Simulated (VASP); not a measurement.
Crystal: MgSnSb2.

```xyz
4
Lattice="4.4951 0.0000 0.0000 0.0000 4.4951 0.0000 0.0000 0.0000 6.3570" Properties=species:S:1:pos:R:3 pbc="T T T"
Mg    0.0000    0.0000    0.0000
Sb    0.0000    2.2475    1.5892
Sb    2.2475    0.0000    4.7677
Sn    2.2475    2.2475    3.1785
```

| Item | Value |
| --- | --- |
| Program | VASP 6.6.1 |
| Task | relaxation of cell and atoms |
| Functional | PBE |
| Potentials or basis | VASP PAW PBE potentials, release 64 (Mg, Sb, Sn_d) |
| Cutoff | 600 eV |
| k mesh | 6 × 6 × 4 |
| Occupations | fermi-dirac, width 0.02 eV |
| Spin | no spin polarisation |

At the start: pressure 5.3 GPa; volume 32.11 Å³/atom.

**Question.** How do energy, volume and symmetry change on relaxing?

**Answer.** Over 18 steps the energy falls by 65.1 meV/atom and the volume is 35.79 Å³/atom (+11.4 %); space group P-4m2 (No. 115, to 0.1 Å) before and after.

The path:
```tsv
step	energy change (eV)	largest force (eV/Å)	pressure (GPa)	volume (Å³)
1	0.0000	0.7622	5.33	128.45
2	-0.2310	0.0826	-1.35	149.35
3	-0.2538	0.2125	-0.10	143.91
4	-0.2538	0.2043	-0.19	144.23
5	-0.2576	0.1261	-0.13	143.85
6	-0.2598	0.0095	-0.05	143.30
7	-0.2599	0.0039	-0.04	143.27
8	-0.2601	0.0081	0.02	143.04
9	-0.2602	0.0111	0.06	142.89
10	-0.2601	0.0168	0.14	142.59
11	-0.2602	0.0125	0.08	142.81
12	-0.2603	0.0094	0.02	143.02
13	-0.2604	0.0077	-0.01	143.14
14	-0.2604	0.0077	-0.01	143.13
15	-0.2604	0.0086	0.01	143.08
16	-0.2604	0.0080	0.00	143.12
17	-0.2604	0.0081	0.01	143.13
18	-0.2604	0.0049	-0.01	143.14
```

Final structure:
```
CELL_PARAMETERS angstrom
4.65799 0.00000 0.00000
0.00000 4.65799 0.00000
0.00000 0.00000 6.59749
ATOMIC_POSITIONS crystal
Mg 0.00000 0.00000 0.00000
Sb 0.00000 0.50000 0.24113
Sb 0.50000 0.00000 0.75887
Sn 0.50000 0.50000 0.50000
```
